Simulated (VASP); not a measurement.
# LiSi16 (a cell with a defect) in VASP: a series of runs, part 2 of 2

VASP 6.6.1. The steps go on from the part before.

### 4 Single point, PBEsol

The input, INCAR:

```
SYSTEM = LiSi16
PREC     = Accurate       ! precision mode
ENCUT    = 520            ! plane-wave cutoff, eV
EDIFF    = 1E-6           ! SCF threshold, eV
ISMEAR   = 0              ! smearing method
SIGMA    = 0.05           ! smearing width, eV
LREAL    = Auto         
LASPH    = .True.         ! aspherical terms in the spheres
NELM     = 60             ! most SCF steps
ALGO     = Normal         ! electronic algorithm
ISIF     = 2              ! what is computed and relaxed
LWAVE    = .False.        ! write WAVECAR
LCHARG   = .False.        ! write CHGCAR
GGA      = PS             ! functional
NELECT   = 66.0         
NBANDS   = 48             ! bands
```

The input, KPOINTS:

```
Automatic mesh
0
Gamma
  2 2 2
  0 0 0
```

The input, POSCAR:

```
LiSi16
1.0
    0.0000000000      5.4300000000      5.4300000000
    5.4300000000      0.0000000000      5.4300000000
    5.4300000000      5.4300000000      0.0000000000
Si Li
16 1
Direct
   -0.0025800184      0.0008194291      0.0008030387
    0.1271363720      0.1228960405      0.1228750460
    0.0025099448     -0.0072863720      0.5023440147
    0.1270544199      0.1229017495      0.6269400552
    0.0025261510      0.5023694291     -0.0073445672
    0.1270628913      0.6269558932      0.1228790976
    0.0023611418      0.5021913444      0.5021830571
    0.1256263352      0.6246348066      0.6245797422
    0.5010130755      0.0007622468      0.0007458564
    0.6249342541      0.1250388582      0.1250445672
    0.5009395028      0.0006827808      0.4975516575
    0.6232883978      0.1228950276      0.6268732965
    0.5009471455      0.4975447514      0.0006742173
    0.6232864641      0.6268894107      0.1228722836
    0.4937572744      0.5020535912      0.5020445672
    0.6232980663      0.6268017495      0.6267943831
    0.8766050645      0.3740457643      0.3738855433
```

Potentials or basis: VASP PAW PBE potentials, release 64 (Si, Li_sv).

Launch:

```sh
$ cat potpaw_PBE.64/Si/POTCAR potpaw_PBE.64/Li_sv/POTCAR > POTCAR
$ mpirun -np 1 vasp_std > vasp.out
```

OUTCAR:

```text
SYSTEM = LiSi16
   PREC = Accurate
   ENCUT = 520
   EDIFF = 1E-6
   ISMEAR = 0
   LREAL = Auto
   LASPH = .True.
   NELM = 60
   ISIF = 2
   GGA = PS
   NELECT = 66.0

 ion  position               nearest neighbor table
   1  0.997  0.001  0.001-  10 2.34   4 2.34   6 2.34   2 2.34
   2  0.127  0.123  0.123-   1 2.34   9 2.34   3 2.38   5 2.38  17 2.73
   3  0.003  0.993  0.502-   8 2.31  12 2.38   4 2.38   2 2.38  17 2.39
   4  0.127  0.123  0.627-   1 2.34  11 2.34   7 2.38   3 2.38  17 2.73
   5  0.003  0.502  0.993-   8 2.31  14 2.38   6 2.38   2 2.38  17 2.39
   6  0.127  0.627  0.123-   1 2.34  13 2.34   7 2.38   5 2.38  17 2.73
   7  0.002  0.502  0.502-   8 2.31  16 2.38   4 2.38   6 2.38  17 2.40
   8  0.126  0.625  0.625-   5 2.31   3 2.31   7 2.31  15 2.31
   9  0.501  0.001  0.001-  10 2.34  12 2.34  14 2.34   2 2.34
  10  0.625  0.125  0.125-   1 2.34   9 2.34  13 2.34  11 2.34
  11  0.501  0.001  0.498-  10 2.34  16 2.34  12 2.34   4 2.34
  12  0.623  0.123  0.627-   9 2.34  11 2.34  15 2.38   3 2.38  17 2.74
  13  0.501  0.498  0.001-  10 2.34  16 2.34  14 2.34   6 2.34
  14  0.623  0.627  0.123-   9 2.34  13 2.34  15 2.38   5 2.38  17 2.74
  15  0.494  0.502  0.502-   8 2.31  16 2.38  12 2.38  14 2.38  17 2.40
[... 212 lines left out ...]
      3      -3.7218      2.00000
      4      -3.6612      2.00000
      5      -3.6612      2.00000
      6      -3.6611      2.00000
[... 373 lines left out ...]
     44      10.1990      0.00000
     45      10.2824      0.00000
 [bands above 45 left out]

------------------------ aborting loop because EDIFF is reached ----------------------------------------

  FORCE on cell =-STRESS in cart. coord.  units (eV):
  Direction    XX          YY          ZZ          XY          YZ          ZX
  --------------------------------------------------------------------------------------
  -------------------------------------------------------------------------------------
  Total       -4.5214431     -4.5241815     -4.5241404      0.0057635     -0.0223701      0.0034955
  in kB      -22.6234153    -22.6371172    -22.6369113      0.0288381     -0.1119307      0.0174899
  external PRESSURE =     -22.6324812 kB  Pullay stress =       0.0000000 kB

 VOLUME and BASIS-vectors are now :
 -----------------------------------------------------------------------------
  energy-cutoff  :      520.00
  volume of cell :      320.21
      direct lattice vectors                 reciprocal lattice vectors
     0.000000000  5.430000000  5.430000000    -0.092081031  0.092081031  0.092081031
     5.430000000  0.000000000  5.430000000     0.092081031 -0.092081031  0.092081031
     5.430000000  5.430000000  0.000000000     0.092081031  0.092081031 -0.092081031

 POSITION                                       TOTAL-FORCE (eV/Angst)
 -----------------------------------------------------------------------------------
      0.00881      5.42035      5.42044        -0.005336      0.007158      0.006908
      1.33454      1.35756      1.35768         0.002593     -0.000040      0.000296
      8.11816      2.74136      5.40406        -0.011184      0.004889      0.000018
      4.07164      4.09419      1.35726        -0.002268     -0.000320     -0.002100
      8.11799      5.40384      2.74158        -0.010961     -0.000299      0.005212
      4.07160      1.35718      4.09432        -0.002435     -0.002239     -0.000705
[... 9 lines left out ...]
      6.80703      6.78800      6.78804         0.003556      0.001060      0.001020
      4.06127      6.79016      6.79103         0.028732     -0.005414     -0.007499
 -----------------------------------------------------------------------------------
    total drift:                                0.005565     -0.001628     -0.001724

  FREE ENERGIE OF THE ION-ELECTRON SYSTEM (eV)
  ---------------------------------------------------
  free  energy   TOTEN  =       -98.7597146466 eV

  energy  without entropy=      -98.7597146466  energy(sigma->0) =      -98.75971465
```

stdout:

```text
POSCAR found type information on POSCAR SiLi
 POSCAR found :  2 types and      17 ions
 scaLAPACK will be used
 -----------------------------------------------------------------------------
|                                                                             |
|                                                                             |
|     You enforced a specific xc type in the INCAR file but a different       |
|     I HOPE YOU KNOW WHAT YOU ARE DOING!                                     |
|                                                                             |
 -----------------------------------------------------------------------------

 LDA part: xc-table for (Slater+PW92), standard interpolation
 POSCAR, INCAR and KPOINTS ok, starting setup
 FFT: planning ... GRIDC
 FFT: planning ... GRID_SOFT
 FFT: planning ... GRID
 WAVECAR not read
 entering main loop
 the old and the new charge density differ
 old charge density:    67.00000 new   66.00000
    0.145E+01
```

It took 7.2 min on 1 thread of AMD EPYC 7R13, shared host; peak memory 0.48 GiB.

Results:

* Free energy: -98.7597 eV
* Largest force: 0.030 eV/Å

Forces in eV/Å, atoms in the order of the input:
```
Si  -0.005  0.007  0.007
Si   0.003  0.000  0.000
Si  -0.011  0.005  0.000
Si  -0.002  0.000 -0.002
Si  -0.011  0.000  0.005
Si  -0.002 -0.002 -0.001
Si  -0.004  0.006  0.007
Si   0.004 -0.001 -0.001
Si  -0.004 -0.006 -0.006
Si  -0.002  0.000  0.000
Si   0.005  0.003 -0.004
Si  -0.003  0.003 -0.001
Si   0.005 -0.004  0.003
Si  -0.004 -0.001  0.004
Si   0.000 -0.005 -0.005
Si   0.004  0.001  0.001
Li   0.029 -0.005 -0.007
```

Caveat: the k points lie up to 0.50 Å⁻¹ apart; the cell carries a net charge on a neutralising background, which shifts energy and pressure; the cell is charged against a uniform background, so pressure and absolute levels hang on convention; the cutoff is under 1.25 times the usual one of these potentials, so pressure, stress and relaxed cells hold a basis-set (Pulay) error; the PAW data sets were made with another functional, which shifts forces and pressure a little.

### 5 Single point, PBEsol

The input, INCAR:

```
SYSTEM = LiSi16
  PREC = Accurate
  ENCUT = 520
  EDIFF = 1E-6
  ISMEAR = 0
  SIGMA = 0.05
  LREAL = Auto
  LASPH = .True.
  NELM = 80
  ALGO = Normal
  ISIF = 2
  LWAVE = .False.
  LCHARG = .True.
  GGA = PS
  LELF = .True.
  LVHAR = .True.
  NBANDS = 48
  NELECT = 66.0
```

KPOINTS is that of step 4.

The input, POSCAR:

```
LiSi16
1.0
    0.0000000000      5.4300000000      5.4300000000
    5.4300000000      0.0000000000      5.4300000000
    5.4300000000      5.4300000000      0.0000000000
Si Li
16 1
Direct
   -0.0009381215      0.0003184162      0.0004552486
    0.1224893186      0.1227033149      0.1227237569
   -0.0021442910     -0.0020177716      0.5021385820
    0.1224056169      0.1226105893      0.6323940147
   -0.0021243094      0.5020830571     -0.0019790055
    0.1224447514      0.6322491713      0.1226736648
   -0.0021674954      0.5020877532      0.5021400552
    0.1276204420      0.6241285451      0.6241686924
    0.5015811234     -0.0018157459     -0.0017975138
    0.6309226519      0.1230267035      0.1230495396
    0.5015904236     -0.0018631676      0.5021545120
    0.6239714549      0.1274661142      0.6243259669
    0.5015851750      0.5020980663     -0.0018231123
    0.6239895028      0.6243046041      0.1274493554
    0.5000947514      0.4999687845      0.4999549724
    0.6239508287      0.6242615101      0.6243029466
    1.2477372928      0.2507662063      0.2511488950
```

Launch:

```sh
$ cat potpaw_PBE.64/Si/POTCAR potpaw_PBE.64/Li_sv/POTCAR > POTCAR
$ mpirun -np 1 vasp_std > vasp.out
```

It took 7.8 min on 1 thread of AMD EPYC 7R13, shared host; peak memory 0.48 GiB.

It converged, with:

```yaml
Free_energy: -98.7597 eV
Largest_force: 0.031 eV/Å
```

Forces in eV/Å, atoms in the order of the input:
```
Si  -0.002  0.001  0.002
Si   0.005 -0.007 -0.009
Si   0.001  0.001  0.004
Si   0.009 -0.003 -0.008
Si   0.001  0.003  0.000
Si   0.010 -0.006 -0.004
Si  -0.005  0.000 -0.001
Si   0.008 -0.009 -0.008
Si  -0.002 -0.003 -0.003
Si  -0.001  0.004  0.002
Si   0.004  0.001 -0.004
Si  -0.007  0.006 -0.004
Si   0.004 -0.004  0.001
Si  -0.007 -0.003  0.006
Si   0.001 -0.001 -0.001
Si   0.004  0.007  0.007
Li  -0.022  0.013  0.017
```

Levels at points of the mesh, in eV from the Fermi level:
| k point | band 29 | band 30 | band 31 | band 32 | band 33 | band 34 | band 35 | band 36 | band 37 | band 38 |
| --- | --- | --- | --- | --- | --- | --- | --- | --- | --- | --- |
| (0.00, 0.00, 0.00) | -1.37 | -1.37 | -0.24 | -0.24 | -0.24 | 0.28 | 0.28 | 0.28 | 0.35 | 0.35 |
| (0.50, 0.00, 0.00) | -2.37 | -1.06 | -1.06 | -0.97 | -0.97 | 0.87 | 1.05 | 1.05 | 1.24 | 1.24 |
| (0.00, 0.50, 0.00) | -2.37 | -1.06 | -1.06 | -0.97 | -0.97 | 0.86 | 1.05 | 1.05 | 1.24 | 1.24 |
| (0.00, 0.00, 0.50) | -2.37 | -1.06 | -1.06 | -0.97 | -0.97 | 0.86 | 1.05 | 1.05 | 1.24 | 1.24 |
| (0.50, 0.50, 0.50) | -2.37 | -1.06 | -1.06 | -0.97 | -0.97 | 0.86 | 1.05 | 1.05 | 1.24 | 1.24 |
| (0.50, 0.50, 0.00) | -2.17 | -1.61 | -1.61 | -1.56 | -1.52 | 0.73 | 0.80 | 1.86 | 1.98 | 1.98 |
| (0.00, 0.50, 0.50) | -2.17 | -1.61 | -1.61 | -1.56 | -1.52 | 0.73 | 0.80 | 1.86 | 1.98 | 1.98 |
| (0.50, 0.00, 0.50) | -2.17 | -1.61 | -1.61 | -1.56 | -1.52 | 0.73 | 0.80 | 1.86 | 1.98 | 1.98 |

Caveat: the k points lie up to 0.50 Å⁻¹ apart; the cell carries a net charge on a neutralising background, which shifts energy and pressure; the cell is charged against a uniform background, so pressure and absolute levels hang on convention; the cutoff is under 1.25 times the usual one of these potentials, so pressure, stress and relaxed cells hold a basis-set (Pulay) error; the PAW data sets were made with another functional, which shifts forces and pressure a little.
